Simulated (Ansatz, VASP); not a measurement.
## Si2W: VASP beside Ansatz

```xyz
3
Lattice="-1.6060 1.6060 3.9400 1.6060 -1.6060 3.9400 1.6060 1.6060 -3.9400" Properties=species:S:1:pos:R:3 pbc="T T T"
Si    0.0000    0.0000    2.6355
Si    0.0000    0.0000    5.2445
W     0.0000    0.0000    0.0000
```

Alike in both runs: functional PBE; k mesh 14 × 14 × 14; occupations fermi-dirac, width 0.05 eV; no spin polarisation.

Ansatz relaxed the structure, and its values are those at the end. VASP's run is a single point on that final structure, the one shown.

|  | VASP | Ansatz |
| --- | --- | --- |
| version | VASP 6.6.1 | Ansatz 0.2.0 |
| potentials or method | VASP PAW PBE potentials, release 64 (Si, W_sv) | plane-wave PAW, scalar-relativistic |
| plane-wave cutoff (eV) | 520 | 420 |
| valence electrons in the cell | 22 | 22 |

Ansatz gave:

* pressure (GPa): 1.9

Task: Which values does VASP return?

Result: Pressure (GPa): 2.0.

Ansatz's warnings: stress scf threshold loose.

Spin-orbit coupling is off throughout.
